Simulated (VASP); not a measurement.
In3As:

```
CELL_PARAMETERS angstrom
4.67168 0.00000 0.00000
0.00000 4.67168 0.00000
0.00000 0.00000 4.67168
ATOMIC_POSITIONS crystal
In 0.50000 0.50000 0.00000
In 0.50000 0.00000 0.50000
In 0.00000 0.50000 0.50000
As 0.00000 0.00000 0.00000
```

Base run:

```yaml
Program: VASP 6.6.1
Functional: PBE
Potentials_or_basis: VASP PAW PBE potentials, release 64 (In_d, As)
Cutoff: 520 eV
k_mesh: 6 × 6 × 6
Occupations: fermi-dirac, width 0.05 eV
Spin: no spin polarisation
```

Its results: band gap on the k mesh zero (band 22 reaches 7.11 eV, above the bottom of band 23 at 3.27 eV); pressure 0.6 GPa.

**Question.** After a change of settings the same cell gave: band gap on the k mesh zero (band 22 reaches 6.82 eV, above the bottom of band 23 at 3.04 eV); pressure -3.9 GPa. Which change was it?
A. functional from PBE to PBEsol; further incar settings from ALGO = Normal; EDIFF = 1e-06; NBANDS = 30 to ALGO = Fast; EDIFF = 1e-06; NBANDS = 30
B. occupations from fermi-dirac, width 0.05 eV to gaussian, width 0.02 eV
C. functional from PBE to PBEsol; further incar settings from ALGO = Normal; EDIFF = 1e-06; NBANDS = 30 to ALGO = Normal; EDIFF = 1e-07; NBANDS = 30
D. functional from PBE to LDA; potentials or basis from VASP PAW PBE potentials, release 64 (In_d, As) to VASP PAW LDA potentials, release 64 (In_d, As)

**Answer.** D.

Caveats: spin-orbit coupling is left out, which moves the levels of the heavy elements.
